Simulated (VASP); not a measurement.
# Pb in VASP: notebook

Runs on Pb. Level: PBE. Tasks: single point.

All numbers are computed with VASP 6.6.1; they aren't measurements. Logs are shortened: lines on timing, memory, paths and dates and some standing lists are left out, and cuts for length are marked.

**1. The cell of the first run**

The structure is hexagonal, space group P6_3/mmc (No. 194). Conventional cell: a = 3.433 Å, b = 3.433 Å, c = 5.514 Å, α = 90.00°, β = 90.00°, γ = 120.00°. Within 4.5 Å of Pb (site symmetry -6m2) lie 12 Pb at 3.40 to 3.43 Å.

This isn't the form of Pb at room conditions, which is fcc.

**2. Single point, PBE (28.14 Å³/atom)**

File INCAR:

```
SYSTEM = Pb
  PREC = Accurate
  ENCUT = 520
  EDIFF = 1E-6
  ISMEAR = -1
  SIGMA = 0.05
  LREAL = .FALSE.
  LASPH = .TRUE.
  NELM = 100
  ALGO = Fast
  ISIF = 2
  LWAVE = .FALSE.
  LCHARG = .FALSE.
  GGA = PE
  NBANDS = 21
```

File KPOINTS:

```
Automatic mesh
0
G
  9 9 5
  0 0 0
```

File POSCAR:

```
Pb
1.0
    3.4329672075      0.0000000000      0.0000000000
   -1.7164836037      2.9730368121      0.0000000000
    0.0000000000      0.0000000000      5.5144501982
Pb
2
Direct
    0.6666666667      0.3333333333      0.7500000000
    0.3333333333      0.6666666667      0.2500000000
```

Potentials or basis: VASP PAW PBE potentials, release 64 (Pb_d).

On the command line:

```bash
$ cat potpaw_PBE.64/Pb_d/POTCAR > POTCAR
$ mpirun -np 1 vasp_std > vasp.out
```

OUTCAR:

```text
SYSTEM = Pb
   PREC = Accurate
   ENCUT = 520
   EDIFF = 1E-6
   ISMEAR = -1
   LREAL = .FALSE.
   LASPH = .TRUE.
   NELM = 100
   ISIF = 2
   GGA = PE

 ion  position               nearest neighbor table
   1  0.667  0.333  0.750-   2 3.40   2 3.40   2 3.40   2 3.40   2 3.40   2 3.40
   2  0.333  0.667  0.250-   1 3.40   1 3.40   1 3.40   1 3.40   1 3.40   1 3.40

  LATTYP: Found a hexagonal cell.
 ALAT       =     3.4329672075
 C/A-ratio  =     1.6063218391

  Lattice vectors:

 A1 = (   3.4329672075,   0.0000000000,   0.0000000000)
 A2 = (  -1.7164836037,   2.9730368121,   0.0000000000)
 A3 = (   0.0000000000,   0.0000000000,   5.5144501982)

Analysis of symmetry for initial positions (statically):
=====================================================================
 Subroutine PRICEL returns:
 Original cell was already a primitive cell.

 Routine SETGRP: Setting up the symmetry group for a
 hexagonal supercell.

 Subroutine GETGRP returns: Found 24 space group operations
 (whereof 12 operations were pure point group operations)
 out of a pool of 24 trial point group operations.

The static configuration has the point symmetry D_3d.
 The point group associated with its full space group is D_6h.

Analysis of symmetry for dynamics (positions and initial velocities):
=====================================================================
 Subroutine PRICEL returns:
 Original cell was already a primitive cell.

 Routine SETGRP: Setting up the symmetry group for a
 hexagonal supercell.

 Subroutine GETGRP returns: Found 24 space group operations
 (whereof 12 operations were pure point group operations)
 out of a pool of 24 trial point group operations.

The dynamic configuration has the point symmetry D_3d.
 The point group associated with its full space group is D_6h.

 Subroutine INISYM returns: Found 24 space group operations
 (whereof 12 operations are pure point group operations),
 and found     1 'primitive' translations

----------------------------------------------------------------------------------------

                                     Primitive cell

  volume of cell :      56.2823

  direct lattice vectors                    reciprocal lattice vectors
     3.432967207  0.000000000  0.000000000     0.291293199  0.168178207  0.000000000
    -1.716483604  2.973036812  0.000000000     0.000000000  0.336356414  0.000000000
     0.000000000  0.000000000  5.514450198     0.000000000  0.000000000  0.181341741

  length of vectors
     3.432967207  3.432967208  5.514450198     0.336356414  0.336356414  0.181341741

  position of ions in fractional coordinates (direct lattice)
     0.666666667  0.333333333  0.750000000
     0.333333333  0.666666667  0.250000000

  ion indices of the primitive-cell ions
   primitive index   ion index
                 1           1
                 2           2

----------------------------------------------------------------------------------------

 KPOINTS: Automatic mesh

Automatic generation of k-mesh.
 Grid dimensions read from file:
 generate k-points for:    9    9    5

 Generating k-lattice:

  Cartesian coordinates                     Fractional coordinates (reciprocal lattice)
     0.032365911  0.018686467  0.000000000     0.111111111  0.000000000  0.000000000
     0.000000000  0.037372935  0.000000000     0.000000000  0.111111111  0.000000000
     0.000000000  0.000000000  0.036268348     0.000000000  0.000000000  0.200000000

  Length of vectors
     0.037372935  0.037372935  0.036268348

  Shift w.r.t. Gamma in fractional coordinates (k-lattice)
     0.000000000  0.000000000  0.000000000

 Subroutine IBZKPT returns following result:
 ===========================================

 Found     36 irreducible k-points:

 Following reciprocal coordinates:
            Coordinates               Weight
  0.000000  0.000000  0.000000      1.000000
  0.111111  0.000000  0.000000      6.000000
  0.222222  0.000000  0.000000      6.000000
  0.333333  0.000000  0.000000      6.000000
  0.444444  0.000000  0.000000      6.000000
  0.111111  0.111111  0.000000      6.000000
[... 16 lines left out ...]
  0.333333  0.222222  0.200000     24.000000
  0.333333  0.333333  0.200000      4.000000
 [... further k-points ...]
   k-points           NKPTS =     36   k-points in BZ     NKDIM =     36   number of bands    NBANDS=     21
   number of dos      NEDOS =    301   number of ions     NIONS =      2
   total plane-waves  NPLWV =  32928
   dimension x,y,z NGX =    28 NGY =   28 NGZ =   42
   dimension x,y,z NGXF=    56 NGYF=   56 NGZF=   84
   ions per type =               2
   NGX,Y,Z   is equivalent  to a cutoff of  13.56, 13.56, 12.66 a.u.
   NGXF,Y,Z  is equivalent  to a cutoff of  27.12, 27.12, 25.32 a.u.
 SYSTEM =  Pb
   PREC   = accura    normal or accurate (medium, high low for compatibility)
   ISTART =      0    job   : 0-new  1-cont  2-samecut
   ICHARG =      2    charge: 1-file 2-atom 10-const
[... 39 lines left out ...]
  energy-cutoff  :      520.00
  volume of cell :       56.28
 maximum number of plane-waves:      1529
 NGX is ok and might be reduce to    28
   NGX = 13   NGY = 13   NGZ = 21

 number of electron      28.0000001 magnetization

 Free energy of the ion-electron system (eV)
  ---------------------------------------------------
  ext. energy  EPLUGINS =         0.00000000
  ---------------------------------------------------
  free energy    TOTEN  =        -6.93554290 eV

  energy without entropy =       -6.92666953  energy(sigma->0) =       -6.93110622

 E-fermi :   8.1216     XC(G=0): -10.5508

 val. band max:        8.0976729346   @ k =   0.3333   0.1111   0.2000
 cond. band min:       8.2562115526   @ k =   0.3333   0.3333   0.2000
 fundamental gap:      0.1585386179
 Fermi energy:         8.1216229355

 k-point     1 :       0.0000    0.0000    0.0000
  band No.  band energies     occupation
      1      -9.0371      2.00000
      2      -8.9742      2.00000
      3      -8.9742      2.00000
      4      -8.9730      2.00000
      5      -8.9455      2.00000
      6      -8.9455      2.00000
[... 13 lines left out ...]
     20      17.2462      0.00000
     21      19.7759      0.00000

 k-point     2 :       0.1111    0.0000    0.0000
  band No.  band energies     occupation
      1      -9.0363      2.00000
      2      -8.9933      2.00000
      3      -8.9442      2.00000
      4      -8.9403      2.00000
      5      -8.9241      2.00000
      6      -8.9128      2.00000
[... 13 lines left out ...]
     20      18.3851      0.00000
     21      18.9108      0.00000

 k-point     3 :       0.2222    0.0000    0.0000
  band No.  band energies     occupation
      1      -9.0859      2.00000
      2      -8.9773      2.00000
      3      -8.9498      2.00000
      4      -8.9315      2.00000
      5      -8.9191      2.00000
      6      -8.8538      2.00000
[... 13 lines left out ...]
     20      17.9628      0.00000
     21      19.2066      0.00000

 k-point     4 :       0.3333    0.0000    0.0000
  band No.  band energies     occupation
      1      -9.1417      2.00000
      2      -9.0113      2.00000
      3      -8.9949      2.00000
      4      -8.9644      2.00000
      5      -8.8620      2.00000
      6      -8.7986      2.00000
[... 13 lines left out ...]
     20      17.0887      0.00000
     21      19.0080      0.00000

 k-point     5 :       0.4444    0.0000    0.0000
  band No.  band energies     occupation
      1      -9.1764      2.00000
      2      -9.0549      2.00000
      3      -9.0119      2.00000
      4      -8.9846      2.00000
      5      -8.8275      2.00000
      6      -8.8243      2.00000
[... 13 lines left out ...]
     20      16.6283      0.00000
     21      18.8514      0.00000
[... 382 lines left out ...]
     20      16.1675      0.00000
     21      19.6150      0.00000

 k-point    22 :       0.2222    0.2222    0.2000
  band No.  band energies     occupation
      1      -9.0529      2.00000
      2      -9.0133      2.00000
      3      -8.9842      2.00000
      4      -8.9816      2.00000
      5      -8.8755      2.00000
      6      -8.8219      2.00000
[... 13 lines left out ...]
     20      18.5528      0.00000
     21      19.2372      0.00000

 k-point    23 :       0.3333    0.2222    0.2000
  band No.  band energies     occupation
      1      -9.0680      2.00000
      2      -9.0309      2.00000
      3      -8.9844      2.00000
      4      -8.9304      2.00000
      5      -8.8913      2.00000
      6      -8.8030      2.00000
[... 13 lines left out ...]
     20      19.1527      0.00000
     21      19.8019      0.00000

 k-point    24 :       0.3333    0.3333    0.2000
  band No.  band energies     occupation
      1      -9.0689      2.00000
      2      -8.9868      2.00000
      3      -8.9868      2.00000
      4      -8.8648      2.00000
      5      -8.8628      2.00000
      6      -8.8628      2.00000
[... 13 lines left out ...]
     20      21.1420      0.00000
     21      21.1466      0.00000

 [... further k-points ...]

------------------------ aborting loop because EDIFF is reached ----------------------------------------

  FORCE on cell =-STRESS in cart. coord.  units (eV):
  Direction    XX          YY          ZZ          XY          YZ          ZX
  --------------------------------------------------------------------------------------
  -------------------------------------------------------------------------------------
  Total        1.7740428      1.7740428      3.4223477      0.0000000      0.0000000      0.0000000
  in kB       50.5012951     50.5012951     97.4232372      0.0000000      0.0000000      0.0000000
  external PRESSURE =      66.1419424 kB  Pullay stress =       0.0000000 kB

 VOLUME and BASIS-vectors are now :
 -----------------------------------------------------------------------------
  energy-cutoff  :      520.00
  volume of cell :       56.28
      direct lattice vectors                 reciprocal lattice vectors
     3.432967207  0.000000000  0.000000000     0.291293199  0.168178207  0.000000000
    -1.716483604  2.973036812  0.000000000     0.000000000  0.336356414  0.000000000
     0.000000000  0.000000000  5.514450198     0.000000000  0.000000000  0.181341741

 POSITION                                       TOTAL-FORCE (eV/Angst)
 -----------------------------------------------------------------------------------
      1.71648      0.99101      4.13584         0.000000      0.000000      0.000000
     -0.00000      1.98202      1.37861        -0.000000      0.000000      0.000000
 -----------------------------------------------------------------------------------
    total drift:                                0.000000     -0.000000      0.000000

  FREE ENERGIE OF THE ION-ELECTRON SYSTEM (eV)
  ---------------------------------------------------
  free  energy   TOTEN  =        -6.9355429022 eV

  energy  without entropy=       -6.9266695303  energy(sigma->0) =       -6.93110622
```

Run time: 87 s. Hardware: 1 thread of AMD EPYC 7R13, shared host; peak memory 0.16 GiB.

What came out:

* Free energy: -6.9355 eV
* Pressure: 6.6 GPa
* Band gap on the k mesh: zero (bands 14 and 15 overlap by 8.12 eV)

Stress tensor (GPa, compression positive):
```
5.05 0.00 0.00
0.00 5.05 0.00
0.00 0.00 9.74
```

Levels at points of the mesh, in eV from the Fermi level:
```
           k point  band 10  band 11  band 12  band 13  band 14  band 15  band 16  band 17  band 18  band 19
(0.00, 0.00, 0.00)   -16.79   -12.26    -8.02    -4.50     5.82     5.82     7.82     7.82     8.54     9.02
```

Caveat: the cell stands under pressure; spin-orbit coupling is left out, which moves the levels of the heavy elements.

**3. Single point, PBE (28.73 Å³/atom)**

This run uses another cell than the first one, of 28.73 Å³/atom.

File INCAR:

```
  PREC = Accurate
  ENCUT = 520
  EDIFF = 1E-6
  ISMEAR = -1
  SIGMA = 0.05
  LREAL = False
  LASPH = True
  NELM = 100
  ALGO = Fast
  ISIF = 2
  LWAVE = False
  LCHARG = False
  GGA = PE
  NBANDS = 21
```

File KPOINTS:

```
Automatic mesh
0
Gamma
  9 9 5
```

File POSCAR:

```
Pb
1.0
    3.4566435916      0.0000000000      0.0000000000
   -1.7283217958      2.9935411621      0.0000000000
    0.0000000000      0.0000000000      5.5524820910
Pb
2
Direct
    0.6666666667      0.3333333333      0.7500000000
    0.3333333333      0.6666666667      0.2500000000
```

Potentials or basis: VASP PAW PBE potentials, release 64 (Pb_d).

On the command line:

```bash
$ cat potpaw_PBE.64/Pb_d/POTCAR > POTCAR
$ mpirun -np 1 vasp_std > vasp.out
```

It took 93 s on 1 thread of AMD EPYC 7R13, shared host; peak memory 0.16 GiB.

The run converged. Its results:

```
Free energy            : -6.9796 eV
Pressure               : 5.3 GPa
Band gap on the k mesh : zero (bands 14 and 15 overlap by 7.95 eV)
```

Stress tensor (GPa, compression positive):
```
3.84 0.00 0.00
0.00 3.84 0.00
0.00 0.00 8.14
```

Levels at points of the mesh, in eV from the Fermi level:
| k point | band 10 | band 11 | band 12 | band 13 | band 14 | band 15 | band 16 | band 17 | band 18 | band 19 |
| --- | --- | --- | --- | --- | --- | --- | --- | --- | --- | --- |
| (0.00, 0.00, 0.00) | -16.78 | -12.11 | -8.00 | -4.39 | 5.71 | 5.71 | 7.66 | 7.66 | 8.36 | 8.91 |

Caveat: the cell stands under pressure; spin-orbit coupling is left out, which moves the levels of the heavy elements.

**4. Single point, PBE (29.90 Å³/atom)**

This run uses another cell than the first one, of 29.90 Å³/atom.

File INCAR:

```
SYSTEM = Pb
PREC     = Accurate       ! precision mode
ENCUT    = 520            ! plane-wave cutoff, eV
EDIFF    = 1E-6           ! SCF threshold, eV
ISMEAR   = -1             ! smearing method
SIGMA    = 0.05           ! smearing width, eV
LREAL    = .FALSE.        ! projectors in reciprocal space
LASPH    = .TRUE.         ! aspherical terms in the spheres
NELM     = 100            ! most SCF steps
ALGO     = Normal         ! electronic algorithm
ISIF     = 2              ! what is computed and relaxed
LWAVE    = .FALSE.        ! write WAVECAR
LCHARG   = .FALSE.        ! write CHGCAR
GGA      = PE             ! functional
NBANDS   = 21             ! bands
```

File KPOINTS:

```
Automatic mesh
0
G
  9 9 5
  0 0 0
```

File POSCAR:

```
Pb
1.0
    3.5030470293      0.0000000000      0.0000000000
   -1.7515235146      3.0337277180      0.0000000000
    0.0000000000      0.0000000000      5.6270209464
Pb
2
Direct
    0.6666666667      0.3333333333      0.7500000000
    0.3333333333      0.6666666667      0.2500000000
```

On the command line:

```bash
$ cat potpaw_PBE.64/Pb_d/POTCAR > POTCAR
$ mpirun -np 1 vasp_std > vasp.out
```

Wall time 68 s (1 thread of AMD EPYC 7R13, shared host); peak memory 0.16 GiB.

It converged, with:

```
Free energy            : -7.0408 eV
Pressure               : 3.0 GPa
Band gap on the k mesh : zero (bands 14 and 15 overlap by 7.60 eV)
```

Stress tensor (GPa, compression positive):
```
1.88 0.00 0.00
0.00 1.88 0.00
0.00 0.00 5.28
```

Levels at points of the mesh, in eV from the Fermi level:
```csv
k point,band 11,band 12,band 13,band 14,band 15,band 16,band 17,band 18
"(0.00, 0.00, 0.00)",-11.81,-7.96,-4.18,5.49,5.49,7.35,7.35,8.01
```

Caveat: the cell stands under pressure; spin-orbit coupling is left out, which moves the levels of the heavy elements.

**5. Single point, PBE (31.07 Å³/atom)**

This run uses another cell than the first one, of 31.07 Å³/atom.

File INCAR:

```
  PREC = Accurate
  ENCUT = 520
  EDIFF = 1E-6
  ISMEAR = -1
  SIGMA = 0.05
  LREAL = F
  LASPH = T
  NELM = 100
  ALGO = Fast
  ISIF = 2
  LWAVE = F
  LCHARG = F
  GGA = PE
  NBANDS = 21
```

File KPOINTS:

```
regular mesh
0
Gamma
  9 9 5
```

File POSCAR:

```
Pb
1.0
    3.5482526220      0.0000000000      0.0000000000
   -1.7741263110      3.0728769098      0.0000000000
    0.0000000000      0.0000000000      5.6996356773
Pb
2
Direct
    0.6666666667      0.3333333333      0.7500000000
    0.3333333333      0.6666666667      0.2500000000
```

On the command line:

```bash
$ cat potpaw_PBE.64/Pb_d/POTCAR > POTCAR
$ mpirun -np 1 vasp_std > vasp.out
```

Run time: 85 s. Hardware: 1 thread of AMD EPYC 7R13, shared host; peak memory 0.16 GiB.

It converged, with:

```yaml
Free_energy: -7.0724 eV
Pressure: 1.2 GPa
Band_gap_on_the_k_mesh: zero (bands 14 and 15 overlap by 7.29 eV)
```

Stress tensor (GPa, compression positive):
```
0.39 0.00 0.00
0.00 0.39 0.00
0.00 0.00 2.92
```

Levels at points of the mesh, in eV from the Fermi level:
```tsv
k point	band 12	band 13	band 14	band 15	band 16	band 17
(0.00, 0.00, 0.00)	-7.92	-3.99	5.30	5.30	7.07	7.07
```

Caveat: spin-orbit coupling is left out, which moves the levels of the heavy elements.

**6. Single point, PBE (atoms moved at random)**

File INCAR:

```
SYSTEM = Pb
PREC = Accurate ; ENCUT = 520
EDIFF = 1E-6 ; ISMEAR = -1
SIGMA = 0.05 ; LREAL = .False.
LASPH = .True. ; NELM = 100
ALGO = Fast ; ISIF = 2
LWAVE = .False. ; LCHARG = .False.
GGA = PE ; NBANDS = 21
```

File KPOINTS:

```
Automatic mesh
0
Gamma
  9 9 5
  0 0 0
```

File POSCAR:

```
Pb
1.0
    3.4800000000      0.0000000000      0.0000000000
   -1.7400000000      3.0137684052      0.0000000000
    0.0000000000      0.0000000000      5.5900000000
Pb
2
Direct
    0.6783200000      0.3518530000      0.7463950000
    0.3425190000      0.6872000000      0.2562440000
```

Potentials or basis: VASP PAW PBE potentials, release 64 (Pb_d).

On the command line:

```bash
$ cat potpaw_PBE.64/Pb_d/POTCAR > POTCAR
$ mpirun -np 1 vasp_std > vasp.out
```

Wall time 6.8 min (1 thread of AMD EPYC 7R13, shared host); peak memory 0.29 GiB.

The run converged. Its results:

- Free energy: -7.0117 eV
- Pressure: 4.1 GPa
- Largest force: 0.096 eV/Å
- Band gap on the k mesh: zero (bands 14 and 15 overlap by 7.76 eV)

Forces on the atoms (eV/Å):
```
Pb  -0.004  0.002  0.096
Pb   0.004 -0.002 -0.096
```

Stress tensor (GPa, compression positive):
```
 2.83  0.01 -0.01
 0.01  2.84  0.00
-0.01  0.00  6.73
```

Levels at points of the mesh, in eV from the Fermi level:
```csv
k point,band 10,band 11,band 12,band 13,band 14,band 15,band 16,band 17,band 18,band 19
"(0.00, 0.00, 0.00)",-16.78,-11.97,-7.98,-4.29,5.57,5.61,7.47,7.53,8.17,8.80
```

Caveat: the cell differs from its parent crystal (atoms moved at random); the cell stands under pressure; spin-orbit coupling is left out, which moves the levels of the heavy elements.

**7. The runs side by side**

| cell | gap on the mesh (eV) | pressure (GPa) |
| --- | --- | --- |
| a = 3.433, b = 3.433, c = 5.514 Å, angles 90.0, 90.0, 120.0°, 2 atoms, atomic positions A | none | 6.6 |
| a = 3.457, b = 3.457, c = 5.552 Å, angles 90.0, 90.0, 120.0°, 2 atoms, atomic positions A | none | 5.3 |
| a = 3.503, b = 3.503, c = 5.627 Å, angles 90.0, 90.0, 120.0°, 2 atoms, atomic positions A | none | 3.0 |
| a = 3.548, b = 3.548, c = 5.700 Å, angles 90.0, 90.0, 120.0°, 2 atoms, atomic positions A | none | 1.2 |
| a = 3.480, b = 3.480, c = 5.590 Å, angles 90.0, 90.0, 120.0°, 2 atoms, atomic positions B | none | 4.1 |

Alike in all rows: task single point; level PBE; potentials or basis VASP PAW PBE potentials, release 64 (Pb_d); no spin polarisation; k mesh 9 × 9 × 5; cutoff (eV) 520; smearing fermi-dirac 0.05 eV.

Caveats: spin-orbit coupling is left out, which moves the levels of the heavy elements; the cell stands under pressure (at least some runs).

Absolute energies hang on the potentials; compare differences alone.
